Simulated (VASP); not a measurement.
# WC: single point with HSE06

Crystal: WC.

```
CELL_PARAMETERS angstrom
0.00000 2.30211 2.30211
2.30211 0.00000 2.30211
2.30211 2.30211 0.00000
ATOMIC_POSITIONS crystal
W 0.00000 0.00000 0.00000
C 0.75000 0.75000 0.75000
```

- Program: VASP 6.6.1
- Task: single point
- Functional: HSE06
- Potentials or basis: VASP PAW PBE potentials, release 64 (W_sv, C)
- Cutoff: 520 eV
- k mesh: 4 × 4 × 4
- Occupations: fermi-dirac, width 0.05 eV
- Spin: non-collinear spin, zero start, spin-orbit coupling
- Starting moments: [[0.0, 0.0, 0.0], [0.0, 0.0, 0.0]] μB

The pressure is 13.4 GPa and the net moment is 0.00 μB per cell. The valence electrons inside the program's atomic spheres are W 12.23; C 2.56.

Moments on the atoms (μB; x, y, z):
```
W   0.00 0.00 0.00
C   0.00 0.00 0.00
```

It took 18 min on 1 thread of Intel(R) Xeon(R) Platinum 8488C (Sapphire Rapids), with other jobs on the host, peak memory 0.33 GiB.

Caveat: the k points lie up to 0.59 Å⁻¹ apart; the PAW data sets were made with another functional, which shifts forces and pressure a little.
